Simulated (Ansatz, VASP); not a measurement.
# Two plane-wave programs on KF

```xyz
2
Lattice="0.0000 2.6544 2.6544 2.6544 0.0000 2.6544 2.6544 2.6544 0.0000" Properties=species:S:1:pos:R:3 pbc="T T T"
K    -0.1546    0.1583    0.0325
F     2.5811    2.4471    2.7556
```

Alike in both runs: task single point; functional LDA; k mesh 2 × 9 × 7; occupations tetrahedron; no spin polarisation.

|  | VASP | Ansatz |
| --- | --- | --- |
| version | VASP 6.6.1 | Ansatz 0.2.0 |
| potentials or method | VASP PAW LDA potentials, release 64 (K_sv, F) | scalar-relativistic, plane waves, PAW |
| plane-wave cutoff (eV) | 600 | 420 |
| valence electrons in the cell | 16 | 16 |

Ansatz gave:

- gap on the k mesh at the Fermi level (eV): 5.88
- least direct gap on the mesh (eV): 5.91
- pressure (GPa): -0.5
- traceless stress, the component that is largest in VASP (GPa): 4.88
- rms of the force components (eV/Å): 0.506

Problem. What did VASP give for the same quantities?

Solution. gap on the k mesh at the Fermi level (eV): 5.86; least direct gap on the mesh (eV): 5.89; pressure (GPa): -0.3; traceless stress, the component that is largest in VASP (GPa): 5.13; rms of the force components (eV/Å): 0.537.

LDA's correlation is that of Perdew and Zunger in VASP and of Perdew and Wang (1992) in Ansatz. Atom by atom the forces differ by 0.030 eV/Å (rms over components). Ansatz's warnings: band table not solved further, force scf threshold loose, stress scf threshold loose, tetrahedron derivatives may miss energy slope.

The k mesh is coarse, so the values compare programs but aren't converged.
